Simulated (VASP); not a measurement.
# CdO2 (P-1) in VASP: single point with PBEsol

Aim: the single point of CdO2 with PBEsol.

Everything below comes from runs of VASP 6.6.1. Logs are shortened: lines on timing, memory, paths and dates and some standing lists are left out, and cuts for length are marked.

## 1. The cell of the first run

The typed cell holds 12 atoms: a = 4.830 Å, b = 4.827 Å, c = 6.678 Å, α = 90.02°, β = 89.97°, γ = 90.00°.

## 2. Single point, PBEsol

INCAR

```
  PREC = Accurate
  ENCUT = 520
  EDIFF = 1E-6
  ISMEAR = -1
  SIGMA = 0.05
  LREAL = False
  LASPH = True
  NELM = 100
  ALGO = Normal
  ISIF = 2
  LWAVE = False
  LCHARG = False
  GGA = PS
  NBANDS = 60
```

KPOINTS

```
regular mesh
0
Gamma
  4 4 4
```

POSCAR

```
CdO2
1.0
    4.8300170968      0.0000727360      0.0011744390
   -0.0003214865      4.8273740659     -0.0009214192
    0.0019694455     -0.0009871389      6.6778360802
Cd O
4 8
Direct
    0.5017435800      0.5039364509      0.2468633031
    0.0017474265      0.0039338069     -0.0031402005
    0.5017463660      0.5039365058      0.7468626730
    0.0017424310      0.0039391040      0.4968605787
    0.8171122062      0.1885861122      0.2469347832
    0.1863928542      0.8193034803      0.2467848569
    0.3170838120      0.3193149190     -0.0031200356
    0.6863699898      0.6885956476     -0.0031537046
    0.8170997269      0.1885743007      0.7469383703
    0.1863806266      0.8192901893      0.7467804914
    0.3171170170      0.3192803533      0.4968822861
    0.6864036062      0.6885627166      0.4968457512
```

Potentials or basis: VASP PAW PBE potentials, release 64 (Cd, O).

The run is started by

```bash
$ cat potpaw_PBE.64/Cd/POTCAR potpaw_PBE.64/O/POTCAR > POTCAR
$ mpirun -np 1 vasp_std > vasp.out
```

OUTCAR:

```text
PREC = Accurate
   ENCUT = 520
   EDIFF = 1E-6
   ISMEAR = -1
   LREAL = False
   LASPH = True
   NELM = 100
   ISIF = 2
   GGA = PS

 ion  position               nearest neighbor table
   1  0.502  0.504  0.247-   8 2.09  11 2.09   7 2.09  12 2.09   6 2.15   5 2.15   3 3.34   3 3.34

   2  0.002  0.004  0.997-   5 2.09  10 2.09   6 2.09   9 2.09   8 2.15   7 2.15   4 3.34   4 3.34

   3  0.502  0.504  0.747-  12 2.09   7 2.09  11 2.09   8 2.09   9 2.15  10 2.15   1 3.34   1 3.34

   4  0.002  0.004  0.497-   9 2.09   6 2.09  10 2.09   5 2.09  12 2.15  11 2.15   2 3.34   2 3.34

   5  0.817  0.189  0.247-   2 2.09   4 2.09   1 2.15
   6  0.186  0.819  0.247-   4 2.09   2 2.09   1 2.15
   7  0.317  0.319  0.997-   3 2.09   1 2.09   2 2.15
   8  0.686  0.689  0.997-   1 2.09   3 2.09   2 2.15
   9  0.817  0.189  0.747-   4 2.09   2 2.09   3 2.15
  10  0.186  0.819  0.747-   2 2.09   4 2.09   3 2.15
  11  0.317  0.319  0.497-   1 2.09   3 2.09   4 2.15
  12  0.686  0.689  0.497-   3 2.09   1 2.09   4 2.15

  LATTYP: Found a triclinic cell.
 ALAT       =    11.7405428047
 B/A-ratio  =     0.9197907242
 C/A-ratio  =     1.4623454528
 COS(alpha) =     0.0000381672
 COS(beta)  =     0.6734196235
 COS(gamma) =     0.7358173747

  Lattice vectors:

 A1 = (   9.6580647481,   0.0011326109,  -6.6754872022)
 A2 = (   9.6597127071,   4.8275195379,   0.0014274588)
 A3 = (   4.8267211788,  -9.6527011180, -13.3526548830)

Analysis of symmetry for initial positions (statically):
=====================================================================
 Subroutine PRICEL returns:
 Original cell was already a primitive cell.

 Routine SETGRP: Setting up the symmetry group for a
 triclinic supercell.

 Subroutine GETGRP returns: Found  1 space group operations
 (whereof  1 operations were pure point group operations)
 out of a pool of  2 trial point group operations.

The static configuration has the point symmetry C_1 .

Analysis of symmetry for dynamics (positions and initial velocities):
=====================================================================
 Subroutine PRICEL returns:
 Original cell was already a primitive cell.

 Routine SETGRP: Setting up the symmetry group for a
 triclinic supercell.

 Subroutine GETGRP returns: Found  1 space group operations
 (whereof  1 operations were pure point group operations)
 out of a pool of  2 trial point group operations.

The dynamic configuration has the point symmetry C_1 .

 Subroutine INISYM returns: Found  1 space group operations
 (whereof  1 operations are pure point group operations),
 and found     1 'primitive' translations

----------------------------------------------------------------------------------------

                                     Primitive cell

  volume of cell :     155.7024

  direct lattice vectors                    reciprocal lattice vectors
     4.830017097  0.000072736  0.001174439     0.207038619  0.000013776 -0.000061058
    -0.000321487  4.827374066 -0.000921419    -0.000003127  0.207151966  0.000030623
     0.001969445 -0.000987139  6.677836080    -0.000036413  0.000028581  0.149749124

  length of vectors
     4.830017240  4.827374165  6.677836444     0.207038629  0.207151968  0.149749131

  position of ions in fractional coordinates (direct lattice)
     0.501743580  0.503936451  0.246863303
     0.001747427  0.003933807  0.996859800
     0.501746366  0.503936506  0.746862673
     0.001742431  0.003939104  0.496860579
     0.817112206  0.188586112  0.246934783
     0.186392854  0.819303480  0.246784857
     0.317083812  0.319314919  0.996879964
     0.686369990  0.688595648  0.996846295
     0.817099727  0.188574301  0.746938370
     0.186380627  0.819290189  0.746780491
     0.317117017  0.319280353  0.496882286
     0.686403606  0.688562717  0.496845751

  ion indices of the primitive-cell ions
   primitive index   ion index
                 1           1
                 2           2
                 3           3
                 4           4
                 5           5
                 6           6
                 7           7
                 8           8
                 9           9
                10          10
                11          11
                12          12

----------------------------------------------------------------------------------------

 KPOINTS: regular mesh

Automatic generation of k-mesh.
 Grid dimensions read from file:
 generate k-points for:    4    4    4

 Generating k-lattice:

  Cartesian coordinates                     Fractional coordinates (reciprocal lattice)
     0.051759655  0.000003444 -0.000015265     0.250000000 -0.000000000  0.000000000
    -0.000000782  0.051787991  0.000007656    -0.000000000  0.250000000  0.000000000
    -0.000009103  0.000007145  0.037437281     0.000000000  0.000000000  0.250000000

  Length of vectors
     0.051759657  0.051787992  0.037437283

  Shift w.r.t. Gamma in fractional coordinates (k-lattice)
     0.000000000  0.000000000  0.000000000

 Subroutine IBZKPT returns following result:
 ===========================================

 Found     36 irreducible k-points:

 Following reciprocal coordinates:
            Coordinates               Weight
  0.000000  0.000000  0.000000      1.000000
  0.250000 -0.000000  0.000000      2.000000
  0.500000 -0.000000  0.000000      1.000000
  0.000000  0.250000 -0.000000      2.000000
  0.250000  0.250000  0.000000      2.000000
  0.500000  0.250000  0.000000      2.000000
[... 16 lines left out ...]
 -0.000000 -0.250000  0.250000      2.000000
  0.250000 -0.250000  0.250000      2.000000
 [... further k-points ...]
   k-points           NKPTS =     36   k-points in BZ     NKDIM =     36   number of bands    NBANDS=     60
   number of dos      NEDOS =    301   number of ions     NIONS =     12
   total plane-waves  NPLWV =  64800
   dimension x,y,z NGX =    36 NGY =   36 NGZ =   50
   dimension x,y,z NGXF=    72 NGYF=   72 NGZF=  100
   ions per type =               4   8
   NGX,Y,Z   is equivalent  to a cutoff of  12.39, 12.40, 12.45 a.u.
   NGXF,Y,Z  is equivalent  to a cutoff of  24.78, 24.80, 24.90 a.u.
 SYSTEM =  unknown system
   PREC   = accura    normal or accurate (medium, high low for compatibility)
   ISTART =      0    job   : 0-new  1-cont  2-samecut
   ICHARG =      2    charge: 1-file 2-atom 10-const
   ISPIN  =      1    spin polarized calculation?
   LNONCOLLINEAR =      F non collinear calculations
   LSORBIT =      F    spin-orbit coupling
   LASPH  =      T    aspherical Exc in radial PAW
   ENCUT  =  520.0 eV  38.22 Ry    6.18 a.u.   8.98  8.98 12.42*2*pi/ulx,y,z
   NELM   =    100;   NELMIN=  2; NELMDL= -5     # of ELM steps
   EDIFF  = 0.1E-05   stopping-criterion for ELM
   LREAL  =      F    real-space projection
[... 7 lines left out ...]
   TEBEG  =    0.0;   TEEND  =   0.0 temperature during run
   PSTRESS=    0.0 pullay stress
   NELECT =      96.0000    total number of electrons
   NUPDOWN=      -1.0000    fix difference up-down
   EMIN   =  10.00;   EMAX   =-10.00  energy-range for DOS
   EFERMI =   0.00;   METHOD = LEGACY
   ISMEAR =    -1;   SIGMA  =   0.05  broadening in eV -4-tet -1-fermi 0-gaus
   EFERMI_NEDOS =   21; number of points for ismear=-14 and -15
   IALGO  =     38    algorithm
   IMIX   =      4    mixing-type and parameters
     AMIX     =   0.40;   BMIX     =  1.00
     AMIX_MAG =   1.60;   BMIX_MAG =  1.00
  volume/ion in A,a.u.               =      12.98        87.56
  Fermi-wavevector in a.u.,A,eV,Ry     =   1.393371  2.633090 26.415480  1.941483
  Thomas-Fermi vector in A             =   2.517024
   LORBIT       =      0    0 simple, 1 ext, 2 COOP (PROOUT), +10 PAW based schemes
   GGA     = PS    functional components
   LHFCALC =     F    Hartree Fock is set to
   AEXX    =    0.0000 exact exchange contribution
   IVDW    =     0    specifies the selected vdW correction
   LEPSILON=     F    determine dielectric tensor
   LRPA    =     F    only Hartree local field effects (RPA)
 non-spin polarized calculation
  energy-cutoff  :      520.00
  volume of cell :      155.70
 maximum number of plane-waves:      4252
   NGX = 17   NGY = 17   NGZ = 25

 number of electron      96.0000011 magnetization

 Free energy of the ion-electron system (eV)
  ---------------------------------------------------
  ext. energy  EPLUGINS =         0.00000000
  ---------------------------------------------------
  free energy    TOTEN  =       -46.29777020 eV

  energy without entropy =      -46.23476835  energy(sigma->0) =      -46.26626928

 E-fermi :   0.0780     XC(G=0): -10.9209

 val. band max:        0.0496252390   @ k =  -0.0000   0.0000   0.5000
 cond. band min:       0.1081544326   @ k =  -0.0000   0.0000   0.2500
 fundamental gap:      0.0585291936
 Fermi energy:         0.0780219869

 k-point     1 :       0.0000    0.0000    0.0000
  band No.  band energies     occupation
      1     -17.6960      2.00000
      2     -16.8239      2.00000
      3     -16.8118      2.00000
      4     -16.8108      2.00000
      5     -16.4698      2.00000
      6     -16.4689      2.00000
[... 52 lines left out ...]
     59      11.7832      0.00000
     60      11.7836      0.00000

 k-point     2 :       0.2500   -0.0000    0.0000
  band No.  band energies     occupation
      1     -17.5552      2.00000
      2     -16.9041      2.00000
      3     -16.7623      2.00000
      4     -16.7611      2.00000
      5     -16.5196      2.00000
      6     -16.5185      2.00000
[... 1375 lines left out ...]
     59      10.7043      0.00000
     60      11.1987      0.00000

 k-point    24 :       0.2500   -0.2500    0.2500
  band No.  band energies     occupation
      1     -17.3749      2.00000
      2     -16.9273      2.00000
      3     -16.9252      2.00000
      4     -16.6800      2.00000
      5     -16.5590      2.00000
      6     -16.4620      2.00000
[... 52 lines left out ...]
     59      10.5961      0.00000
     60      11.0357      0.00000

 [... further k-points ...]

------------------------ aborting loop because EDIFF is reached ----------------------------------------

  FORCE on cell =-STRESS in cart. coord.  units (eV):
  Direction    XX          YY          ZZ          XY          YZ          ZX
  --------------------------------------------------------------------------------------
  -------------------------------------------------------------------------------------
  Total        2.0175476      2.0220102      3.8433876     -0.0116837      0.0093006     -0.0133724
  in kB       20.7605587     20.8064795     39.5484474     -0.1202257      0.0957035     -0.1376017
  external PRESSURE =      27.0384952 kB  Pullay stress =       0.0000000 kB

 VOLUME and BASIS-vectors are now :
 -----------------------------------------------------------------------------
  energy-cutoff  :      520.00
  volume of cell :      155.70
      direct lattice vectors                 reciprocal lattice vectors
     4.830017097  0.000072736  0.001174439     0.207038619  0.000013776 -0.000061058
    -0.000321487  4.827374066 -0.000921419    -0.000003127  0.207151966  0.000030623
     0.001969445 -0.000987139  6.677836080    -0.000036413  0.000028581  0.149749124

 POSITION                                       TOTAL-FORCE (eV/Angst)
 -----------------------------------------------------------------------------------
      2.42375      2.43248      1.64864        -0.000064      0.000146      0.000009
      0.01040      0.01801      6.65686         0.000218      0.000361      0.000442
      2.42475      2.43199      4.98755         0.000072      0.000086      0.000594
      0.00939      0.01853      3.31795         0.000433      0.000514     -0.000159
      3.94709      0.91019      1.64978        -0.070409      0.069744      0.000027
      0.90050      3.95485      1.64745         0.069930     -0.069867     -0.000059
      1.53338      1.54049      6.65708        -0.070391     -0.070279      0.000017
      3.31692      3.32317      6.65695         0.070384      0.069743     -0.000453
      3.94802      0.90964      4.98872        -0.070444      0.069810      0.000186
      0.90143      3.95430      4.98634         0.070189     -0.070078      0.000021
      1.53256      1.54082      3.31818        -0.070327     -0.070089     -0.000045
      3.31610      3.32351      3.31803         0.070408      0.069908     -0.000578
 -----------------------------------------------------------------------------------
    total drift:                               -0.000156     -0.000596     -0.002880

  FREE ENERGIE OF THE ION-ELECTRON SYSTEM (eV)
  ---------------------------------------------------
  free  energy   TOTEN  =       -46.2977702026 eV

  energy  without entropy=      -46.2347683516  energy(sigma->0) =      -46.26626928
```

It took 4.7 min on 1 thread of Intel Xeon Platinum 8259CL at 2.50GHz (Skylake/Cascade Lake), shared host; peak memory 0.39 GiB.

What came out:

```
Free energy            : -46.2978 eV
Pressure               : 2.7 GPa
Largest force          : 0.099 eV/Å
Band gap on the k mesh : zero (bands 48 and 49 overlap by 0.50 eV)
```

Forces in eV/Å, atoms in the order of the input:
```
Cd   0.000  0.000  0.000
Cd   0.000  0.000  0.000
Cd   0.000  0.000  0.001
Cd   0.000  0.001  0.000
O   -0.070  0.070  0.000
O    0.070 -0.070  0.000
O   -0.070 -0.070  0.000
O    0.070  0.070  0.000
O   -0.070  0.070  0.000
O    0.070 -0.070  0.000
O   -0.070 -0.070  0.000
O    0.070  0.070 -0.001
```

Caveat: semilocal functionals underestimate gaps, so a narrow gap can read as zero; the PAW data sets were made with another functional, which shifts forces and pressure a little.
